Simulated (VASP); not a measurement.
A run of VASP 6.6.1 is set up as follows.

Contents of INCAR:

```
SYSTEM = Bi
PREC = Accurate
ENCUT = 600
EDIFF = 1E-6
ISMEAR = 0
SIGMA = 0.05
LREAL = .False.
LASPH = .True.
NELM = 60
ALGO = Fast
ISIF = 3
LWAVE = .False.
LCHARG = .False.
GGA = PS
IBRION = 2
NSW = 80
EDIFFG = -0.01
PSTRESS = 791.4
```

File KPOINTS:

```
Automatic mesh
0
Gamma
  20 20 20
  0 0 0
```

POSCAR

```
Bi
1.0
   -1.7590854207      1.7590854207      1.7590854207
    1.7590854207     -1.7590854207      1.7590854207
    1.7590854207      1.7590854207     -1.7590854207
Bi
1
Direct
    0.0000000000      0.0000000000      0.0000000000
```

Potentials or basis: VASP PAW PBE potentials, release 64 (Bi_d).

Run with:

```sh
$ cat potpaw_PBE.64/Bi_d/POTCAR > POTCAR
$ mpirun -np 1 vasp_std > vasp.out
```

Estimate the space group after relaxing (to 0.1 Å).

Im-3m (No. 229).

Predict the band gap on the k mesh.

zero (an odd number of electrons rules out a gap without spin polarisation).

The path:
```csv
step,energy change (eV),largest force (eV/Å),pressure (GPa),volume (Å³)
1,0.0000,0.0000,40.66,21.77
2,24.1400,0.0000,1147.84,9.10
3,7.2279,0.0000,70.90,19.88
4,0.7079,0.0000,68.43,19.65
5,6.4146,0.0000,296.78,13.71
6,0.9037,0.0000,75.22,19.22
7,1.0184,0.0000,80.05,18.98
8,0.9918,0.0000,79.36,19.04
9,0.9660,0.0000,78.48,19.09
10,0.9673,0.0000,78.52,19.09
11,0.9713,0.0000,78.65,19.08
12,0.9713,0.0000,78.66,19.08
13,0.9714,0.0000,78.68,19.08
14,0.9717,0.0000,78.68,19.08
15,0.9722,0.0000,78.68,19.08
16,0.9732,0.0000,78.75,19.07
17,0.9753,0.0000,78.83,19.07
18,0.9794,0.0000,78.96,19.06
19,0.9877,0.0000,79.19,19.05
```

Caveat: the cell is relaxed towards a set pressure, so the run minimises the enthalpy, not the energy; the PAW data sets were made with another functional, which shifts forces and pressure a little; spin-orbit coupling is left out, which moves the levels of the heavy elements.
